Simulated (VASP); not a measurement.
In13Ga3As3P13, 64 atoms in the cell. The typed cell holds 64 atoms: a = 11.681 Å, b = 11.681 Å, c = 11.681 Å, α = 90.00°, β = 90.00°, γ = 90.00°. 

- Program: VASP 6.6.1
- Task: single point
- Functional: PBEsol
- Potentials or basis: VASP PAW PBE potentials, release 64 (In_d, Ga_d, P, As)
- Cutoff: 520 eV
- k mesh: 1 × 1 × 1, shifted
- Occupations: fermi-dirac, width 0.05 eV
- Spin: no spin polarisation
- Dipole correction: no
- Further INCAR settings: LREAL = Auto; ALGO = Normal; EDIFF = 1e-06; NBANDS = 326

Potentials or basis: VASP PAW PBE potentials, release 64 (In_d, Ga_d, P, As).

Launch:

```sh
$ cat potpaw_PBE.64/In_d/POTCAR potpaw_PBE.64/Ga_d/POTCAR potpaw_PBE.64/P/POTCAR potpaw_PBE.64/As/POTCAR > POTCAR
$ mpirun -np 4 vasp_std > vasp.out
```

Hardware: 4 MPI ranks on AMD EPYC 7R13 Processor (Zen 3) (shared host).

Question: How long does it take, and how much memory?

Answer: It took 4.7 min on 4 MPI ranks on AMD EPYC 7R13 Processor (Zen 3), on a shared host, peak memory 0.51 GiB a rank. Counts: scf iterations 17, k points 1.
